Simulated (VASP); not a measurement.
Input of a VASP 6.6.1 run:

Contents of INCAR:

```
SYSTEM = Cu
ALGO = Normal
EDIFF = 1E-6
ENCUT = 520
GGA = CA
ISIF = 2
ISMEAR = -1
LASPH = .True.
LCHARG = .False.
LREAL = .False.
LWAVE = .False.
NBANDS = 18
NELM = 100
PREC = Accurate
SIGMA = 0.08
```

Contents of KPOINTS:

```
k-points
0
Gamma
  15 15 15
  0 0 0
```

The input POSCAR:

```
Cu
1.0
    0.0000000000      2.1712886792      2.1712886792
    2.1712886792      0.0000000000      2.1712886792
    2.1712886792      2.1712886792      0.0000000000
Cu
2
Direct
   -0.1250000000     -0.1250000000     -0.1250000000
    0.1250000000      0.1250000000      0.1250000000
```

Potentials or basis: VASP PAW LDA potentials, release 64 (Cu).

The run is started by

```sh
$ cat potpaw_LDA.64/Cu/POTCAR > POTCAR
$ mpirun -np 1 vasp_std > vasp.out
```

(1) Estimate the band gap on the k mesh.

(2) Predict the pressure.

Results:

(1) zero (band 11 reaches 10.63 eV, above the bottom of band 12 at 9.73 eV).

(2) 139.6 GPa.
